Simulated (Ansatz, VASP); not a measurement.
## CdI2 in VASP and in Ansatz

```xyz
15
Lattice="4.2894 0.0000 0.0000 -2.1447 3.7147 0.0000 0.0000 0.0000 36.3728" Properties=species:S:1:pos:R:3 pbc="T T T"
Cd    2.1447    1.2382   29.1036
Cd    0.0000    0.0000   14.5515
Cd    0.0000    2.4765    7.2692
Cd    0.0000    0.0000   21.8213
Cd    0.0000    0.0000    0.0000
I     2.1447    1.2382   34.6517
I     0.0000    2.4765    1.7211
I     2.1447    1.2382    5.5490
I     0.0000    2.4765   16.2699
I     0.0000    2.4765   30.8238
I     2.1447    1.2382   12.8280
I     0.0000    0.0000   27.3814
I     0.0000    2.4765   23.5448
I     2.1447    1.2382   20.1029
I     0.0000    0.0000    8.9914
```

Alike in both runs: task electric field gradients; functional r2SCAN; k mesh 8 × 8 × 1; occupations fermi-dirac, width 0.02 eV; no spin polarisation.

```csv
,VASP,Ansatz
version,VASP 6.6.1,Ansatz 0.2.0
potentials or method,"VASP PAW PBE potentials, release 64 (Cd, I)","plane-wave PAW, scalar-relativistic"
plane-wave cutoff (eV),440,500
valence electrons in the cell,130,270
```

Ansatz gave:

```
gap on the k mesh at the Fermi level (eV)                     : 2.79
pressure (GPa)                                                : -0.1
traceless stress, the component that is largest in VASP (GPa) : -0.07
rms of the force components (eV/Å)                            : 0.013
size of Vzz on the site where it differs most (V/Å²)          : 1.2
```

Task: Estimate VASP's values.

Result: gap on the k mesh at the Fermi level (eV): 2.77; pressure (GPa): -0.1; traceless stress, the component that is largest in VASP (GPa): -0.08; rms of the force components (eV/Å): 0.005; size of Vzz on the site where it differs most (V/Å²): 2.2.

VASP's potentials were made for PBE, not for r2SCAN. Atom by atom the forces differ by 0.009 eV/Å (rms over components). With one functional, cell and mesh, what is left measures potentials, basis and numerics. VASP's potentials hold 130 valence electrons a cell and Ansatz's 270, so a difference there can come from the potentials and not from the codes.

Spin-orbit coupling is off throughout.
